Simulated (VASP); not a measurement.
# CoSi2 (Fm-3m) in VASP: notebook, part 2 of 2

VASP 6.6.1.

## 3. Single point, PBE, collinear spin, ferromagnetic start

The input, INCAR:

```
SYSTEM = CoSi2
PREC = Accurate
ENCUT = 520
EDIFF = 1E-6
ISMEAR = -1
SIGMA = 0.05
LREAL = .FALSE.
LASPH = .TRUE.
NELM = 150
ALGO = Normal
ISIF = 2
LWAVE = .FALSE.
LCHARG = .FALSE.
ISPIN = 2
MAGMOM = 2 0 0
LORBIT = 11
LMAXMIX = 4
GGA = PE
NBANDS = 20
```

The input, KPOINTS:

```
Automatic mesh
0
G
  9 9 9
  0 0 0
```

The input, POSCAR:

```
CoSi2
1.0
    0.0000000000      2.6780000000      2.6780000000
    2.6780000000      0.0000000000      2.6780000000
    2.6780000000      2.6780000000      0.0000000000
Co Si
1 2
Direct
    0.0000000000      0.0000000000      0.0000000000
    0.7500000000      0.7500000000      0.7500000000
    0.2500000000      0.2500000000      0.2500000000
```

Potentials or basis: VASP PAW PBE potentials, release 64 (Co, Si).

Command:

```console
cat potpaw_PBE.64/Co/POTCAR potpaw_PBE.64/Si/POTCAR > POTCAR
mpirun -np 1 vasp_std > vasp.out
```

OUTCAR:

```text
SYSTEM = CoSi2
   PREC = Accurate
   ENCUT = 520
   EDIFF = 1E-6
   ISMEAR = -1
   LREAL = .FALSE.
   LASPH = .TRUE.
   NELM = 150
   ISIF = 2
   ISPIN = 2
   LORBIT = 11
   GGA = PE

 ion  position               nearest neighbor table
   1  0.000  0.000  0.000-   2 2.32   3 2.32   2 2.32   2 2.32   3 2.32   2 2.32   3 2.32   3 2.32

   2  0.750  0.750  0.750-   1 2.32   1 2.32   1 2.32   1 2.32   3 2.68   3 2.68   3 2.68   3 2.68
                             3 2.68   3 2.68
   3  0.250  0.250  0.250-   1 2.32   1 2.32   1 2.32   1 2.32   2 2.68   2 2.68   2 2.68   2 2.68
                             2 2.68   2 2.68

  LATTYP: Found a face centered cubic cell.
 ALAT       =     5.3560000000

  Lattice vectors:

 A1 = (   0.0000000000,   2.6780000000,   2.6780000000)
 A2 = (   2.6780000000,   0.0000000000,   2.6780000000)
 A3 = (   2.6780000000,   2.6780000000,   0.0000000000)

Analysis of symmetry for initial positions (statically):
=====================================================================
 Subroutine PRICEL returns:
 Original cell was already a primitive cell.

[... 755 lines left out ...]
      3       6.0175      1.00000
      4       6.0175      1.00000
      5       8.1892      1.00000
      6       8.1892      1.00000
[... 541 lines left out ...]
     19      25.1449      0.00000
     20      25.1449      0.00000

 [... further k-points ...]
[... 5 lines left out ...]
  --------------------------------------------------------------------------------------
  -------------------------------------------------------------------------------------
  Total        0.0732630      0.0732630      0.0732630     -0.0000000      0.0000000     -0.0000000
  in kB        3.0558602      3.0558602      3.0558602     -0.0000000      0.0000000     -0.0000000
  external PRESSURE =       3.0558602 kB  Pullay stress =       0.0000000 kB

 VOLUME and BASIS-vectors are now :
 -----------------------------------------------------------------------------
  energy-cutoff  :      520.00
  volume of cell :       38.41
      direct lattice vectors                 reciprocal lattice vectors
     0.000000000  2.678000000  2.678000000    -0.186706497  0.186706497  0.186706497
     2.678000000  0.000000000  2.678000000     0.186706497 -0.186706497  0.186706497
     2.678000000  2.678000000  0.000000000     0.186706497  0.186706497 -0.186706497

 POSITION                                       TOTAL-FORCE (eV/Angst)
 -----------------------------------------------------------------------------------
      0.00000      0.00000      0.00000         0.000000      0.000000      0.000000
      4.01700      4.01700      4.01700        -0.000000     -0.000000     -0.000000
      1.33900      1.33900      1.33900         0.000000      0.000000      0.000000
 -----------------------------------------------------------------------------------
    total drift:                               -0.000000     -0.000000      0.000000

  FREE ENERGIE OF THE ION-ELECTRON SYSTEM (eV)
  ---------------------------------------------------
  free  energy   TOTEN  =       -19.2950138905 eV

  energy  without entropy=      -19.2849176049  energy(sigma->0) =      -19.28996575

 total charge

# of ion       s       p       d       tot
------------------------------------------
    1        0.540   0.719   7.596   8.855
    2        0.718   0.873   0.000   1.590
    3        0.718   0.873   0.000   1.590
--------------------------------------------------
tot          1.975   2.465   7.596  12.036

 magnetization (x)

# of ion       s       p       d       tot
------------------------------------------
    1       -0.000  -0.000  -0.000  -0.000
    2        0.000   0.000   0.000   0.000
    3        0.000   0.000   0.000   0.000
--------------------------------------------------
tot          0.000   0.000  -0.000  -0.000
```

OSZICAR:

```text
N       E                     dE             d eps       ncg     rms          rms(c)
DAV:   1     0.678180658589E+02    0.67818E+02   -0.67312E+03  2832   0.828E+02
DAV:   2    -0.158679744004E+02   -0.83686E+02   -0.73430E+02  2968   0.185E+02
DAV:   3    -0.203000034724E+02   -0.44320E+01   -0.42836E+01  3372   0.451E+01
DAV:   4    -0.203750430080E+02   -0.75040E-01   -0.74879E-01  3252   0.533E+00
DAV:   5    -0.203772110959E+02   -0.21681E-02   -0.21678E-02  3452   0.952E-01    0.162E+01
DAV:   6    -0.250659508696E+02   -0.46887E+01   -0.18264E+01  3116   0.861E+01    0.194E+01
DAV:   7    -0.193244220025E+02    0.57415E+01   -0.91501E+00  3432   0.671E+01    0.331E+00
DAV:   8    -0.193251460650E+02   -0.72406E-03   -0.55303E-01  3448   0.469E+00    0.203E+00
DAV:   9    -0.192945877392E+02    0.30558E-01   -0.65524E-02  3420   0.390E+00    0.793E-01
DAV:  10    -0.192949014486E+02   -0.31371E-03   -0.28900E-03  3696   0.434E-01    0.324E-01
DAV:  11    -0.192948896675E+02    0.11781E-04   -0.74854E-04  3484   0.354E-01    0.116E-01
DAV:  12    -0.192950092422E+02   -0.11957E-03   -0.25264E-04  3248   0.160E-01    0.511E-02
DAV:  13    -0.192950114676E+02   -0.22254E-05   -0.22850E-05  3444   0.449E-02    0.132E-02
DAV:  14    -0.192950131023E+02   -0.16347E-05   -0.24258E-06  3200   0.151E-02    0.443E-03
DAV:  15    -0.192950138905E+02   -0.78827E-06   -0.15159E-06  3132   0.658E-03
   1 F= -.19295014E+02 E0= -.19289966E+02  d E =-.100963E-01  mag=     0.0000
```

stdout:

```text
POSCAR found type information on POSCAR CoSi
 POSCAR found :  2 types and       3 ions
 scaLAPACK will be used
 LDA part: xc-table for (Slater+PW92), standard interpolation
 POSCAR, INCAR and KPOINTS ok, starting setup
 FFT: planning ... GRIDC
 FFT: planning ... GRID_SOFT
 FFT: planning ... GRID
 WAVECAR not read
 entering main loop
```

It took 36 s on 1 thread of Intel Xeon Platinum 8488C (Sapphire Rapids), shared host; peak memory 0.19 GiB.

What came out:

- Free energy: -19.2950 eV
- Pressure: 0.3 GPa
- Net moment: 0.00 μB per cell
- Valence electrons inside the program's atomic spheres: Co 8.86; Si 1.59

Caveat: the starting moments collapsed, and a magnetic state may lie lower.

## 4. Single point, LDA, collinear spin, ferromagnetic start

This run uses another cell than the first one, of 13.06 Å³/atom, 1.020 times its volume.

The input, INCAR:

```
SYSTEM = CoSi2
PREC     = Accurate       ! precision mode
ENCUT    = 520            ! plane-wave cutoff, eV
EDIFF    = 1E-6           ! SCF threshold, eV
ISMEAR   = -1             ! smearing method
SIGMA    = 0.05           ! smearing width, eV
LREAL    = .False.        ! projectors in reciprocal space
LASPH    = .True.         ! aspherical terms in the spheres
NELM     = 150            ! most SCF steps
ALGO     = Normal         ! electronic algorithm
ISIF     = 2              ! what is computed and relaxed
LWAVE    = .False.        ! write WAVECAR
LCHARG   = .True.         ! write CHGCAR
ISPIN    = 2              ! spin polarisation
MAGMOM   = 2 0 0          ! initial moments
LORBIT   = 11             ! projections on sites
LMAXMIX  = 4              ! l up to which the mixer works
GGA      = CA             ! functional
LELF     = .True.         ! ELF
LVHAR    = .True.       
NBANDS   = 20             ! bands
```

The input, KPOINTS:

```
Automatic mesh
0
Gamma
  9 9 9
  0 0 0
```

The input, POSCAR:

```
CoSi2
1.0
    0.0000000000      2.6957356162      2.6957356162
    2.6957356162      0.0000000000      2.6957356162
    2.6957356162      2.6957356162      0.0000000000
Co Si
1 2
Direct
    0.0000000000      0.0000000000      0.0000000000
    0.7500000000      0.7500000000      0.7500000000
    0.2500000000      0.2500000000      0.2500000000
```

Potentials or basis: VASP PAW LDA potentials, release 64 (Co, Si).

Command:

```console
cat potpaw_LDA.64/Co/POTCAR potpaw_LDA.64/Si/POTCAR > POTCAR
mpirun -np 1 vasp_std > vasp.out
```

Wall time 34 s (1 thread of Intel Xeon Platinum 8488C (Sapphire Rapids), shared host); peak memory 0.17 GiB.

The run converged. Its results:

| Item | Value |
| --- | --- |
| Free energy | -21.8375 eV |
| Pressure | -11.3 GPa |
| Net moment | 0.00 μB per cell |
| Valence electrons inside the program's atomic spheres | Co 8.83; Si 1.59 |

Levels at points of the mesh, in eV from the Fermi level:
Spin up:
```csv
k point,band 7,band 8,band 9,band 10,band 11,band 12
"(0.00, 0.00, 0.00)",0.51,3.37,3.37,3.37,3.49,3.49
```
Spin down:
```tsv
k point	band 6	band 7	band 8	band 9	band 10	band 11	band 12	band 13
(0.00, 0.00, 0.00)	-1.81	0.51	3.37	3.37	3.37	3.49	3.49	3.49
```

Caveat: the starting moments collapsed, and a magnetic state may lie lower.

## 5. Single point, PBE, collinear spin, ferromagnetic start

This run uses another cell than the first one, of 13.06 Å³/atom, 1.020 times its volume.

The input, INCAR:

```
ALGO = Normal
EDIFF = 1E-7
ENCUT = 520
GGA = PE
ISIF = 2
ISMEAR = -1
ISPIN = 2
LASPH = T
LCHARG = F
LMAXMIX = 4
LORBIT = 11
LREAL = F
LWAVE = F
MAGMOM = 2 0 0
NBANDS = 20
NELM = 150
PREC = Accurate
SIGMA = 0.05
```

The input, KPOINTS:

```
k-points
0
Gamma
  9 9 9
```

POSCAR is that of step 4.

Potentials or basis: VASP PAW PBE potentials, release 64 (Co, Si).

Command:

```console
cat potpaw_PBE.64/Co/POTCAR potpaw_PBE.64/Si/POTCAR > POTCAR
mpirun -np 1 vasp_std > vasp.out
```

Run time: 44 s. Hardware: 1 thread of Intel Xeon Platinum 8488C (Sapphire Rapids), shared host; peak memory 0.19 GiB.

The run converged. Its results:

* Free energy: -19.2883 eV
* Pressure: -3.1 GPa
* Net moment: 0.00 μB per cell
* Valence electrons inside the program's atomic spheres: Co 8.80; Si 1.58

Levels at points of the mesh, in eV from the Fermi level:
Spin up:
| k point | band 7 | band 8 | band 9 | band 10 | band 11 | band 12 |
| --- | --- | --- | --- | --- | --- | --- |
| (0.00, 0.00, 0.00) | 0.59 | 3.36 | 3.36 | 3.36 | 3.47 | 3.47 |
Spin down:
| k point | band 6 | band 7 | band 8 | band 9 | band 10 | band 11 | band 12 | band 13 |
| --- | --- | --- | --- | --- | --- | --- | --- | --- |
| (0.00, 0.00, 0.00) | -1.81 | 0.59 | 3.36 | 3.36 | 3.36 | 3.47 | 3.47 | 3.47 |

Caveat: the starting moments collapsed, and a magnetic state may lie lower.

## 6. Single point, LDA, collinear spin, ferromagnetic start

This run uses another cell than the first one, of 13.32 Å³/atom, 1.040 times its volume.

The input, INCAR:

```
SYSTEM = CoSi2
PREC = Accurate
ENCUT = 520
EDIFF = 1E-7
ISMEAR = -1
SIGMA = 0.05
LREAL = .FALSE.
LASPH = .TRUE.
NELM = 150
ALGO = Normal
ISIF = 2
LWAVE = .FALSE.
LCHARG = .TRUE.
ISPIN = 2
MAGMOM = 2 0 0
LORBIT = 11
LMAXMIX = 4
GGA = CA
LELF = .TRUE.
LVHAR = .TRUE.
NBANDS = 20
```

The input, KPOINTS:

```
regular mesh
0
G
  9 9 9
  0 0 0
```

The input, POSCAR:

```
CoSi2
1.0
    0.0000000000      2.7132408834      2.7132408834
    2.7132408834      0.0000000000      2.7132408834
    2.7132408834      2.7132408834      0.0000000000
Co Si
1 2
Direct
    0.0000000000      0.0000000000      0.0000000000
    0.7500000000      0.7500000000      0.7500000000
    0.2500000000      0.2500000000      0.2500000000
```

Potentials or basis: VASP PAW LDA potentials, release 64 (Co, Si).

Command:

```console
cat potpaw_LDA.64/Co/POTCAR potpaw_LDA.64/Si/POTCAR > POTCAR
mpirun -np 1 vasp_std > vasp.out
```

Wall time 43 s (1 thread of Intel Xeon Platinum 8488C (Sapphire Rapids), shared host); peak memory 0.18 GiB.

It converged, with:

| Property | Result |
| --- | --- |
| Free energy | -21.7766 eV |
| Pressure | -14.1 GPa |
| Net moment | 0.00 μB per cell |
| Valence electrons inside the program's atomic spheres | Co 8.78; Si 1.58 |

Levels at points of the mesh, in eV from the Fermi level:
Spin up:
```csv
k point,band 6,band 7,band 8,band 9,band 10,band 11,band 12,band 13
"(0.00, 0.00, 0.00)",-1.75,0.33,3.29,3.29,3.29,3.48,3.48,3.48
```
Spin down:
```csv
k point,band 5,band 6,band 7,band 8,band 9,band 10,band 11,band 12,band 13,band 14
"(0.00, 0.00, 0.00)",-1.75,-1.75,0.33,3.29,3.29,3.29,3.48,3.48,3.48,5.50
```

Caveat: the starting moments collapsed, and a magnetic state may lie lower.
